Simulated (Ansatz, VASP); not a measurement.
HfO2 in VASP and in Ansatz

```
Hf O
1.0
     5.11800    0.00000    0.00000
     0.00000    5.18570    0.00000
    -0.85866    0.00000    5.21387
Hf O
4 8
Direct
  0.27670 0.04188 0.20813
  0.72330 0.54188 0.29187
  0.72330 0.95812 0.79187
  0.27670 0.45812 0.70813
  0.44655 0.75838 0.48027
  0.55345 0.25838 0.01973
  0.55345 0.24162 0.51973
  0.44655 0.74162 0.98027
  0.07264 0.33925 0.33895
  0.92736 0.83925 0.16105
  0.92736 0.66075 0.66105
  0.07264 0.16075 0.83895
```

Alike in both runs: functional PBE; k mesh 5 × 5 × 5; occupations fermi-dirac, width 0.02 eV; no spin polarisation.

Ansatz relaxed the structure, and its values are those at the end. VASP's run is a single point on that final structure, the one shown.

|  | VASP | Ansatz |
| --- | --- | --- |
| version | VASP 6.6.1 | Ansatz 0.2.0 |
| potentials or method | VASP PAW PBE potentials, release 64 (Hf_pv, O) | plane-wave PAW, scalar-relativistic |
| plane-wave cutoff (eV) | 520 | 420 |
| valence electrons in the cell | 88 | 152 |

|  | VASP | Ansatz | Ansatz less VASP |
| --- | --- | --- | --- |
| gap on the k mesh at the Fermi level (eV) | 4.08 | 4.12 | +0.042 |
| pressure (GPa) | 1.7 | 4.9 | +3.19 |
| rms of the force components (eV/Å) | 0.034 | 0.000 | -0.0333 |

VASP's potentials hold 88 valence electrons a cell and Ansatz's 152, so a difference there can come from the potentials and not from the codes. Ansatz's warnings: stress scf threshold loose.

Spin-orbit coupling is off throughout.
